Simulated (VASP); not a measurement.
# Ba3HfO (Pm-3m) in VASP: single point with PBE

Aim: the single point of Ba3HfO with PBE.

All numbers are computed with VASP 6.6.1; they aren't measurements. Logs are shortened: lines on timing, memory, paths and dates and some standing lists are left out, and cuts for length are marked.

**1. The cell of the first run**

The structure is cubic, space group Pm-3m (No. 221). Conventional cell: a = 5.978 Å, b = 5.978 Å, c = 5.978 Å, α = 90.00°, β = 90.00°, γ = 90.00°. Within 3.9 Å of Ba (site symmetry 4/mmm) lie 2 Hf at 2.99 Å. Hf (site symmetry m-3m) has 6 Ba at 2.99 Å within 3.9 Å. O (site symmetry m-3m) has 12 Ba at 4.23 Å and 8 Hf at 5.18 Å within 5.5 Å.

**2. Single point, PBE**

Input file INCAR:

```
SYSTEM = Ba3HfO
ALGO = Normal
EDIFF = 1E-6
ENCUT = 520
GGA = PE
ISIF = 2
ISMEAR = 0
LASPH = .TRUE.
LCHARG = .FALSE.
LREAL = .FALSE.
LWAVE = .FALSE.
NBANDS = 31
NELM = 100
PREC = Accurate
SIGMA = 0.1
```

Input file KPOINTS:

```
k-points
0
G
  6 6 6
  0 0 0
```

Input file POSCAR:

```
Ba3HfO
1.0
    5.9780227546      0.0000000000      0.0000000000
    0.0000000000      5.9780227546      0.0000000000
    0.0000000000      0.0000000000      5.9780227546
Ba Hf O
3 1 1
Direct
    0.5000000000      0.0000000000      0.5000000000
    0.0000000000      0.5000000000      0.5000000000
    0.5000000000      0.5000000000      0.0000000000
    0.5000000000      0.5000000000      0.5000000000
    0.0000000000      0.0000000000      0.0000000000
```

Potentials or basis: VASP PAW PBE potentials, release 64 (Ba_sv, Hf_pv, O).

The run is started by

```
> cat potpaw_PBE.64/Ba_sv/POTCAR potpaw_PBE.64/Hf_pv/POTCAR potpaw_PBE.64/O/POTCAR > POTCAR
> mpirun -np 1 vasp_std > vasp.out
```

OUTCAR:

```text
SYSTEM = Ba3HfO
   EDIFF = 1E-6
   ENCUT = 520
   GGA = PE
   ISIF = 2
   ISMEAR = 0
   LASPH = .TRUE.
   LREAL = .FALSE.
   NELM = 100
   PREC = Accurate

 ion  position               nearest neighbor table
   1  0.500  0.000  0.500-   4 2.99   4 2.99   2 4.23   3 4.23   2 4.23   3 4.23   3 4.23   3 4.23
                             2 4.23   2 4.23
   2  0.000  0.500  0.500-   4 2.99   4 2.99   1 4.23   3 4.23   1 4.23   1 4.23   3 4.23   3 4.23
                             3 4.23   1 4.23
   3  0.500  0.500  0.000-   4 2.99   4 2.99   1 4.23   1 4.23   2 4.23   2 4.23   1 4.23   1 4.23
                             2 4.23   2 4.23
   4  0.500  0.500  0.500-   1 2.99   2 2.99   3 2.99   3 2.99   1 2.99   2 2.99
   5  0.000  0.000  0.000-

  LATTYP: Found a simple cubic cell.
 ALAT       =     5.9780227546

  Lattice vectors:

 A1 = (   5.9780227546,   0.0000000000,   0.0000000000)
 A2 = (   0.0000000000,   5.9780227546,   0.0000000000)
 A3 = (   0.0000000000,   0.0000000000,   5.9780227546)

Analysis of symmetry for initial positions (statically):
=====================================================================
 Subroutine PRICEL returns:
 Original cell was already a primitive cell.

 Routine SETGRP: Setting up the symmetry group for a
 simple cubic supercell.

 Subroutine GETGRP returns: Found 48 space group operations
 (whereof 48 operations were pure point group operations)
 out of a pool of 48 trial point group operations.

The static configuration has the point symmetry O_h .

Analysis of symmetry for dynamics (positions and initial velocities):
=====================================================================
 Subroutine PRICEL returns:
 Original cell was already a primitive cell.

 Routine SETGRP: Setting up the symmetry group for a
 simple cubic supercell.

 Subroutine GETGRP returns: Found 48 space group operations
 (whereof 48 operations were pure point group operations)
 out of a pool of 48 trial point group operations.

The dynamic configuration has the point symmetry O_h .

 Subroutine INISYM returns: Found 48 space group operations
 (whereof 48 operations are pure point group operations),
 and found     1 'primitive' translations

----------------------------------------------------------------------------------------

                                     Primitive cell

  volume of cell :     213.6351

  direct lattice vectors                    reciprocal lattice vectors
     5.978022755  0.000000000  0.000000000     0.167279390  0.000000000  0.000000000
     0.000000000  5.978022755  0.000000000     0.000000000  0.167279390  0.000000000
     0.000000000  0.000000000  5.978022755     0.000000000  0.000000000  0.167279390

  length of vectors
     5.978022755  5.978022755  5.978022755     0.167279390  0.167279390  0.167279390

  position of ions in fractional coordinates (direct lattice)
     0.500000000  0.000000000  0.500000000
     0.000000000  0.500000000  0.500000000
     0.500000000  0.500000000  0.000000000
     0.500000000  0.500000000  0.500000000
     0.000000000  0.000000000  0.000000000

  ion indices of the primitive-cell ions
   primitive index   ion index
                 1           1
                 2           2
                 3           3
                 4           4
                 5           5

----------------------------------------------------------------------------------------

 KPOINTS: k-points

Automatic generation of k-mesh.
 Grid dimensions read from file:
 generate k-points for:    6    6    6

 Generating k-lattice:

  Cartesian coordinates                     Fractional coordinates (reciprocal lattice)
     0.027879898  0.000000000  0.000000000     0.166666667  0.000000000  0.000000000
     0.000000000  0.027879898  0.000000000     0.000000000  0.166666667  0.000000000
     0.000000000  0.000000000  0.027879898     0.000000000  0.000000000  0.166666667

  Length of vectors
     0.027879898  0.027879898  0.027879898

  Shift w.r.t. Gamma in fractional coordinates (k-lattice)
     0.000000000  0.000000000  0.000000000

 Subroutine IBZKPT returns following result:
 ===========================================

 Found     20 irreducible k-points:

 Following reciprocal coordinates:
            Coordinates               Weight
  0.000000  0.000000  0.000000      1.000000
  0.166667  0.000000  0.000000      6.000000
  0.333333  0.000000  0.000000      6.000000
  0.500000  0.000000  0.000000      3.000000
  0.166667  0.166667  0.000000     12.000000
  0.333333  0.166667  0.000000     24.000000
[... 12 lines left out ...]
  0.500000  0.500000  0.333333      6.000000
  0.500000  0.500000  0.500000      1.000000
   k-points           NKPTS =     20   k-points in BZ     NKDIM =     20   number of bands    NBANDS=     31
   number of dos      NEDOS =    301   number of ions     NIONS =      5
   total plane-waves  NPLWV = 110592
   dimension x,y,z NGX =    48 NGY =   48 NGZ =   48
   dimension x,y,z NGXF=    96 NGYF=   96 NGZF=   96
   ions per type =               3   1   1
   NGX,Y,Z   is equivalent  to a cutoff of  13.35, 13.35, 13.35 a.u.
   NGXF,Y,Z  is equivalent  to a cutoff of  26.70, 26.70, 26.70 a.u.
 SYSTEM =  Ba3HfO
   PREC   = accura    normal or accurate (medium, high low for compatibility)
   ISTART =      0    job   : 0-new  1-cont  2-samecut
   ICHARG =      2    charge: 1-file 2-atom 10-const
   ISPIN  =      1    spin polarized calculation?
   LNONCOLLINEAR =      F non collinear calculations
   LSORBIT =      F    spin-orbit coupling
   LASPH  =      T    aspherical Exc in radial PAW
   ENCUT  =  520.0 eV  38.22 Ry    6.18 a.u.  11.12 11.12 11.12*2*pi/ulx,y,z
   NELM   =    100;   NELMIN=  2; NELMDL= -5     # of ELM steps
   EDIFF  = 0.1E-05   stopping-criterion for ELM
   LREAL  =      F    real-space projection
[... 7 lines left out ...]
   TEBEG  =    0.0;   TEEND  =   0.0 temperature during run
   PSTRESS=    0.0 pullay stress
   NELECT =      46.0000    total number of electrons
   NUPDOWN=      -1.0000    fix difference up-down
   EMIN   =  10.00;   EMAX   =-10.00  energy-range for DOS
   EFERMI =   0.00;   METHOD = LEGACY
   ISMEAR =     0;   SIGMA  =   0.10  broadening in eV -4-tet -1-fermi 0-gaus
   EFERMI_NEDOS =   21; number of points for ismear=-14 and -15
   IALGO  =     38    algorithm
   IMIX   =      4    mixing-type and parameters
     AMIX     =   0.40;   BMIX     =  1.00
     AMIX_MAG =   1.60;   BMIX_MAG =  1.00
  volume/ion in A,a.u.               =      42.73       288.34
  Fermi-wavevector in a.u.,A,eV,Ry     =   0.981228  1.854252 13.099800  0.962808
  Thomas-Fermi vector in A             =   2.112218
   LORBIT       =      0    0 simple, 1 ext, 2 COOP (PROOUT), +10 PAW based schemes
   GGA     = PE    functional components
   LHFCALC =     F    Hartree Fock is set to
   AEXX    =    0.0000 exact exchange contribution
   IVDW    =     0    specifies the selected vdW correction
   LEPSILON=     F    determine dielectric tensor
   LRPA    =     F    only Hartree local field effects (RPA)
 non-spin polarized calculation
 Gauss-broadening in eV      SIGMA  =   0.10
  energy-cutoff  :      520.00
  volume of cell :      213.64
 maximum number of plane-waves:      5832
 NGX is ok and might be reduce to    48
   NGX = 23   NGY = 23   NGZ = 23

 number of electron      45.9999999 magnetization

 Free energy of the ion-electron system (eV)
  ---------------------------------------------------
  ext. energy  EPLUGINS =         0.00000000
  ---------------------------------------------------
  free energy    TOTEN  =       -16.22962373 eV

  energy without entropy =      -16.20039799  energy(sigma->0) =      -16.21501086

 E-fermi :   1.3655     XC(G=0):  -7.6612

 val. band max:        1.3630393701   @ k =   0.5000   0.1667   0.1667
 cond. band min:       1.4128610962   @ k =   0.1667   0.1667   0.0000
 fundamental gap:      0.0498217261
 Fermi energy:         1.3654766186

 k-point     1 :       0.0000    0.0000    0.0000
  band No.  band energies     occupation
      1     -29.0143      2.00000
      2     -29.0143      2.00000
      3     -29.0143      2.00000
      4     -26.9568      2.00000
      5     -26.8739      2.00000
      6     -26.8739      2.00000
[... 23 lines left out ...]
     30       4.8304      0.00000
     31       4.8308      0.00000

 k-point     2 :       0.1667    0.0000    0.0000
  band No.  band energies     occupation
      1     -29.0275      2.00000
      2     -29.0143      2.00000
      3     -29.0143      2.00000
      4     -26.9463      2.00000
      5     -26.8738      2.00000
      6     -26.8624      2.00000
[... 23 lines left out ...]
     30       4.6124      0.00000
     31       4.6860      0.00000

 k-point     3 :       0.3333    0.0000    0.0000
  band No.  band energies     occupation
      1     -29.0533      2.00000
      2     -29.0142      2.00000
      3     -29.0142      2.00000
      4     -26.9331      2.00000
      5     -26.8737      2.00000
      6     -26.8322      2.00000
[... 23 lines left out ...]
     30       3.6002      0.00000
     31       4.1270      0.00000

 k-point     4 :       0.5000    0.0000    0.0000
  band No.  band energies     occupation
      1     -29.0658      2.00000
      2     -29.0142      2.00000
      3     -29.0142      2.00000
      4     -26.9292      2.00000
      5     -26.8737      2.00000
      6     -26.8147      2.00000
[... 499 lines left out ...]
     30       3.6088      0.00000
     31       3.7449      0.00000

 k-point    19 :       0.5000    0.5000    0.3333
  band No.  band energies     occupation
      1     -29.0656      2.00000
      2     -29.0656      2.00000
      3     -29.0531      2.00000
      4     -26.8358      2.00000
      5     -26.8144      2.00000
      6     -26.8144      2.00000
[... 23 lines left out ...]
     30       3.5597      0.00000
     31       3.5597      0.00000

 k-point    20 :       0.5000    0.5000    0.5000
  band No.  band energies     occupation
      1     -29.0656      2.00000
      2     -29.0656      2.00000
      3     -29.0656      2.00000
      4     -26.8143      2.00000
      5     -26.8143      2.00000
      6     -26.8143      2.00000
[... 23 lines left out ...]
     30       3.4235      0.00000
     31       4.3007      0.00000

------------------------ aborting loop because EDIFF is reached ----------------------------------------

  FORCE on cell =-STRESS in cart. coord.  units (eV):
  Direction    XX          YY          ZZ          XY          YZ          ZX
  --------------------------------------------------------------------------------------
  -------------------------------------------------------------------------------------
  Total        0.7195146      0.7195146      0.7195146      0.0000000     -0.0000000      0.0000000
  in kB        5.3960687      5.3960687      5.3960687      0.0000000     -0.0000000      0.0000000
  external PRESSURE =       5.3960687 kB  Pullay stress =       0.0000000 kB

 VOLUME and BASIS-vectors are now :
 -----------------------------------------------------------------------------
  energy-cutoff  :      520.00
  volume of cell :      213.64
      direct lattice vectors                 reciprocal lattice vectors
     5.978022755  0.000000000  0.000000000     0.167279390  0.000000000  0.000000000
     0.000000000  5.978022755  0.000000000     0.000000000  0.167279390  0.000000000
     0.000000000  0.000000000  5.978022755     0.000000000  0.000000000  0.167279390

 POSITION                                       TOTAL-FORCE (eV/Angst)
 -----------------------------------------------------------------------------------
      2.98901      0.00000      2.98901         0.000000      0.000000      0.000000
      0.00000      2.98901      2.98901         0.000000      0.000000      0.000000
      2.98901      2.98901      0.00000         0.000000      0.000000      0.000000
      2.98901      2.98901      2.98901         0.000000      0.000000      0.000000
      0.00000      0.00000      0.00000         0.000000      0.000000      0.000000
 -----------------------------------------------------------------------------------
    total drift:                                0.000000     -0.000000     -0.000000

  FREE ENERGIE OF THE ION-ELECTRON SYSTEM (eV)
  ---------------------------------------------------
  free  energy   TOTEN  =       -16.2296237319 eV

  energy  without entropy=      -16.2003979925  energy(sigma->0) =      -16.21501086
```

Run time: 1.9 min. Hardware: 1 thread of Intel Xeon Platinum 8559C (Emerald Rapids), shared host; peak memory 0.4 GiB.

What came out:

```yaml
Free_energy: -16.2296 eV
Pressure: 0.5 GPa
Band_gap_on_the_k_mesh: zero (band 23 reaches 2.25 eV, above the bottom of band 24 at 1.10 eV)
```

Caveat: spin-orbit coupling is left out, which moves the levels of the heavy elements.
